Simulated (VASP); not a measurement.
Ca, 1 atom in the cell. It takes space group Fm-3m (No. 225, cubic). The conventional cell has a = 5.625 Å, b = 5.625 Å, c = 5.625 Å, α = 90.00°, β = 90.00°, γ = 90.00°. Ca (site symmetry m-3m) has 12 Ca at 3.98 Å within 5.2 Å. 

- Program: VASP 6.6.1
- Task: single point
- Functional: PBEsol
- Potentials or basis: VASP PAW PBE potentials, release 64 (Ca_sv)
- Cutoff: 520 eV
- k mesh: 11 × 11 × 11
- Occupations: fermi-dirac, width 0.05 eV
- Spin: no spin polarisation
- Dipole correction: no
- Further INCAR settings: ALGO = Normal; EDIFF = 1e-06; NBANDS = 11

Potentials or basis: VASP PAW PBE potentials, release 64 (Ca_sv).

Launch:

```bash
$ cat potpaw_PBE.64/Ca_sv/POTCAR > POTCAR
$ mpirun -np 1 vasp_std > vasp.out
```

Hardware: 1 thread of Intel(R) Xeon(R) Platinum 8259CL CPU @ 2.50GHz (Skylake/Cascade Lake), with other jobs on the host.

How long does it take, and how much memory?

Wall time 22 s on 1 thread of Intel(R) Xeon(R) Platinum 8259CL CPU @ 2.50GHz (Skylake/Cascade Lake), on a shared host, peak memory 0.18 GiB. Counts: scf iterations 10, k points 56.
